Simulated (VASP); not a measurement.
# Si2Mo (P4mm) in VASP: single point with PBE

Aim: the single point of Si2Mo with PBE.

All numbers are computed with VASP 6.6.1; they aren't measurements. Logs are shortened: lines on timing, memory, paths and dates and some standing lists are left out, and cuts for length are marked.

### Step 1. The cell of the first run

It takes space group P4mm (No. 99, tetragonal). Conventional cell: a = 3.217 Å, b = 3.217 Å, c = 15.596 Å, α = 90.00°, β = 90.00°, γ = 90.00°. Si (site symmetry 4mm) has 9 Si at 2.60 to 3.22 Å and 5 Mo at 2.62 to 2.64 Å within 3.4 Å. Within 3.3 Å of Si (site symmetry 4mm) lie 9 Si at 2.45 to 3.22 Å and 5 Mo at 2.55 to 2.64 Å. Within 3.4 Å of Si (site symmetry 4mm) lie 9 Si at 2.60 to 3.22 Å and 5 Mo at 2.62 to 2.64 Å. Within 3.4 Å of Si (site symmetry 4mm) lie 9 Si at 2.60 to 3.22 Å and 5 Mo at 2.62 to 2.64 Å. Si (site symmetry 4mm) has 9 Si at 2.60 to 3.22 Å and 5 Mo at 2.62 to 2.64 Å within 3.4 Å. Si (site symmetry 4mm) has 9 Si at 2.45 to 3.22 Å and 5 Mo at 2.62 to 2.64 Å within 3.3 Å. Within 3.3 Å of Si (site symmetry 4mm) lie 5 Mo at 2.49 to 2.62 Å and 9 Si at 2.60 to 3.22 Å. Si (site symmetry 4mm) has 9 Si at 2.60 to 3.22 Å and 5 Mo at 2.62 to 2.64 Å within 3.4 Å.

### Step 2. Single point, PBE (the distance across one plane changed)

Contents of INCAR:

```
  PREC = Accurate
  ENCUT = 520
  EDIFF = 1E-7
  ISMEAR = 0
  SIGMA = 0.15
  LREAL = False
  LASPH = True
  NELM = 60
  ALGO = Fast
  ISIF = 2
  LWAVE = False
  LCHARG = True
  GGA = PE
  LELF = True
  LVHAR = True
  NBANDS = 56
```

Contents of KPOINTS:

```
regular mesh
0
Gamma
  14 14 3
```

Contents of POSCAR:

```
Si2Mo
1.0
   -3.2168473663      0.0000000000      0.0000000000
    0.0000000000     -3.2168473663      0.0000000000
    0.0000000000      0.0000000000     15.5960400265
Si Mo
8 4
Direct
    0.5000000000      0.5000000000      0.2108077677
    1.0000000000      1.0000000000      0.9680211373
    0.5000000000      0.5000000000      0.7156166808
    1.0000000000      1.0000000000      0.4632122243
    0.5000000000      0.5000000000      0.3772946159
    1.0000000000      1.0000000000      0.1248901594
    0.5000000000      0.5000000000      0.8821035290
    1.0000000000      1.0000000000      0.6296990724
    0.0000000000      0.0000000000      0.2940511918
    0.5000000000      0.5000000000      0.0416467353
    0.0000000000      0.0000000000      0.7988601049
    0.5000000000      0.5000000000      0.5464556483
```

Potentials or basis: VASP PAW PBE potentials, release 64 (Si, Mo_sv).

Command:

```bash
$ cat potpaw_PBE.64/Si/POTCAR potpaw_PBE.64/Mo_sv/POTCAR > POTCAR
$ mpirun -np 1 vasp_std > vasp.out
```

OUTCAR:

```text
PREC = Accurate
   ENCUT = 520
   EDIFF = 1E-7
   ISMEAR = 0
   LREAL = False
   LASPH = True
   NELM = 60
   ISIF = 2
   GGA = PE

 ion  position               nearest neighbor table
   1  0.500  0.500  0.211-   5 2.60   9 2.62   9 2.62   9 2.62   9 2.62  10 2.64   6 2.64   6 2.64
                             6 2.64   6 2.64
   2  0.000  0.000  0.968-   6 2.45  10 2.55  10 2.55  10 2.55  10 2.55  11 2.64   7 2.64   7 2.64
                             7 2.64   7 2.64
   3  0.500  0.500  0.716-   7 2.60  11 2.62  11 2.62  11 2.62  11 2.62  12 2.64   8 2.64   8 2.64
                             8 2.64   8 2.64
   4  0.000  0.000  0.463-   8 2.60  12 2.62  12 2.62  12 2.62  12 2.62   9 2.64   5 2.64   5 2.64
                             5 2.64   5 2.64
   5  0.500  0.500  0.377-   1 2.60   9 2.62   9 2.62   9 2.62   9 2.62  12 2.64   4 2.64   4 2.64
                             4 2.64   4 2.64
   6  0.000  0.000  0.125-   2 2.45  10 2.62  10 2.62  10 2.62  10 2.62   9 2.64   1 2.64   1 2.64
                             1 2.64   1 2.64
   7  0.500  0.500  0.882-  10 2.49   3 2.60  11 2.62  11 2.62  11 2.62  11 2.62   2 2.64   2 2.64
                             2 2.64   2 2.64
   8  0.000  0.000  0.630-   4 2.60  12 2.62  12 2.62  12 2.62  12 2.62  11 2.64   3 2.64   3 2.64
                             3 2.64   3 2.64
   9  0.000  0.000  0.294-   5 2.62   5 2.62   5 2.62   5 2.62   1 2.62   1 2.62   1 2.62   1 2.62
                             6 2.64   4 2.64
  10  0.500  0.500  0.042-   7 2.49   2 2.55   2 2.55   2 2.55   2 2.55   6 2.62   6 2.62   6 2.62
                             6 2.62   1 2.64
  11  0.000  0.000  0.799-   7 2.62   7 2.62   7 2.62   7 2.62   3 2.62   3 2.62   3 2.62   3 2.62
                             2 2.64   8 2.64
  12  0.500  0.500  0.546-   4 2.62   4 2.62   4 2.62   4 2.62   8 2.62   8 2.62   8 2.62   8 2.62
                             5 2.64   3 2.64

  LATTYP: Found a simple tetragonal cell.
 ALAT       =     3.2168473663
 C/A-ratio  =     4.8482374980

  Lattice vectors:

 A1 = (  -3.2168473663,   0.0000000000,   0.0000000000)
 A2 = (   0.0000000000,  -3.2168473663,   0.0000000000)
 A3 = (   0.0000000000,   0.0000000000,  15.5960400265)

Analysis of symmetry for initial positions (statically):
=====================================================================
 Subroutine PRICEL returns:
 Original cell was already a primitive cell.

 Routine SETGRP: Setting up the symmetry group for a
 simple tetragonal supercell.

 Subroutine GETGRP returns: Found  8 space group operations
 (whereof  8 operations were pure point group operations)
 out of a pool of 16 trial point group operations.

[... 150 lines left out ...]
   EFERMI_NEDOS =   21; number of points for ismear=-14 and -15
   IALGO  =     68    algorithm
   IMIX   =      4    mixing-type and parameters
     AMIX     =   0.40;   BMIX     =  1.00
     AMIX_MAG =   1.60;   BMIX_MAG =  1.00
  volume/ion in A,a.u.               =      13.45        90.76
  Fermi-wavevector in a.u.,A,eV,Ry     =   1.337449  2.527413 24.337699  1.788770
  Thomas-Fermi vector in A             =   2.465997
   LORBIT       =      0    0 simple, 1 ext, 2 COOP (PROOUT), +10 PAW based schemes
   GGA     = PE    functional components
   LHFCALC =     F    Hartree Fock is set to
   AEXX    =    0.0000 exact exchange contribution
   IVDW    =     0    specifies the selected vdW correction
   LEPSILON=     F    determine dielectric tensor
   LRPA    =     F    only Hartree local field effects (RPA)
 non-spin polarized calculation
 RMM-DIIS sequential band-by-band and
 Gauss-broadening in eV      SIGMA  =   0.15
  energy-cutoff  :      520.00
  volume of cell :      161.39
 maximum number of plane-waves:      4392
 NGX is ok and might be reduce to    24
   NGX = 11   NGY = 11   NGZ = 57

 number of electron      88.0000012 magnetization

 Free energy of the ion-electron system (eV)
  ---------------------------------------------------
  ext. energy  EPLUGINS =         0.00000000
  ---------------------------------------------------
  free energy    TOTEN  =       -92.86077572 eV

  energy without entropy =      -92.85008912  energy(sigma->0) =      -92.85543242

 E-fermi :  12.2082     XC(G=0): -12.4116

 val. band max:       12.1301818848   @ k =   0.0714   0.0000   0.3333
 cond. band min:      12.2489914794   @ k =   0.2143   0.1429   0.0000
 fundamental gap:      0.1188095946
 Fermi energy:        12.2082446062

 k-point     1 :       0.0000    0.0000    0.0000
  band No.  band energies     occupation
      1     -48.5765      2.00000
      2     -48.5528      2.00000
      3     -48.5088      2.00000
      4     -48.4065      2.00000
      5     -22.7345      2.00000
      6     -22.7066      2.00000
[... 1405 lines left out ...]
     55      15.6617      0.00000
     56      15.7739      0.00000

 [... further k-points ...]

------------------------ aborting loop because EDIFF is reached ----------------------------------------

  FORCE on cell =-STRESS in cart. coord.  units (eV):
  Direction    XX          YY          ZZ          XY          YZ          ZX
  --------------------------------------------------------------------------------------
  -------------------------------------------------------------------------------------
  Total        1.3582734      1.3582734      6.0475627      0.0000000      0.0000000      0.0000000
  in kB       13.4841175     13.4841175     60.0365475      0.0000000      0.0000000      0.0000000
  external PRESSURE =      29.0015942 kB  Pullay stress =       0.0000000 kB

 VOLUME and BASIS-vectors are now :
 -----------------------------------------------------------------------------
  energy-cutoff  :      520.00
  volume of cell :      161.39
      direct lattice vectors                 reciprocal lattice vectors
    -3.216847366  0.000000000  0.000000000    -0.310863366  0.000000000  0.000000000
     0.000000000 -3.216847366  0.000000000     0.000000000 -0.310863366  0.000000000
     0.000000000  0.000000000 15.596040027     0.000000000  0.000000000  0.064118840

 POSITION                                       TOTAL-FORCE (eV/Angst)
 -----------------------------------------------------------------------------------
     -1.60842     -1.60842      3.28777        -0.000000     -0.000000      0.149551
      0.00000      0.00000     15.09730        -0.000000     -0.000000     -1.636207
     -1.60842     -1.60842     11.16079        -0.000000      0.000000      0.092255
      0.00000      0.00000      7.22428        -0.000000     -0.000000      0.064400
     -1.60842     -1.60842      5.88430        -0.000000     -0.000000      0.058673
      0.00000      0.00000      1.94779        -0.000000     -0.000000      0.714089
     -1.60842     -1.60842     13.75732        -0.000000      0.000000     -0.800403
      0.00000      0.00000      9.82081        -0.000000     -0.000000      0.090063
      0.00000      0.00000      4.58603        -0.000000     -0.000000     -0.145360
     -1.60842     -1.60842      0.64952         0.000000      0.000000      1.939997
      0.00000      0.00000     12.45905        -0.000000     -0.000000     -0.362715
     -1.60842     -1.60842      8.52254        -0.000000     -0.000000     -0.164343
 -----------------------------------------------------------------------------------
    total drift:                               -0.000000      0.000000     -0.000083

  FREE ENERGIE OF THE ION-ELECTRON SYSTEM (eV)
  ---------------------------------------------------
  free  energy   TOTEN  =       -92.8607757234 eV

  energy  without entropy=      -92.8500891185  energy(sigma->0) =      -92.85543242
```

Run time: 15 min. Hardware: 1 thread of Oxide Virtual Turin-like, shared host; peak memory 0.53 GiB.

What came out:

* Free energy: -92.8608 eV
* Pressure: 2.9 GPa
* Largest force: 1.940 eV/Å
* Band gap on the k mesh: zero (bands 44 and 45 overlap by 0.62 eV)

Forces in eV/Å, atoms in the order of the input:
```
Si   0.000  0.000  0.150
Si   0.000  0.000 -1.636
Si   0.000  0.000  0.092
Si   0.000  0.000  0.064
Si   0.000  0.000  0.059
Si   0.000  0.000  0.714
Si   0.000  0.000 -0.800
Si   0.000  0.000  0.090
Mo   0.000  0.000 -0.145
Mo   0.000  0.000  1.940
Mo   0.000  0.000 -0.363
Mo   0.000  0.000 -0.164
```

Stress tensor (GPa, compression positive):
```
1.35 0.00 0.00
0.00 1.35 0.00
0.00 0.00 6.00
```

Caveat: the cell differs from its parent crystal (the distance across one plane changed); forces of over 1 eV/Å act on the atoms, so gaps and moduli don't describe the material at rest.

The gap in the log of VASP goes by the Fermi energy; the results here count the filled bands.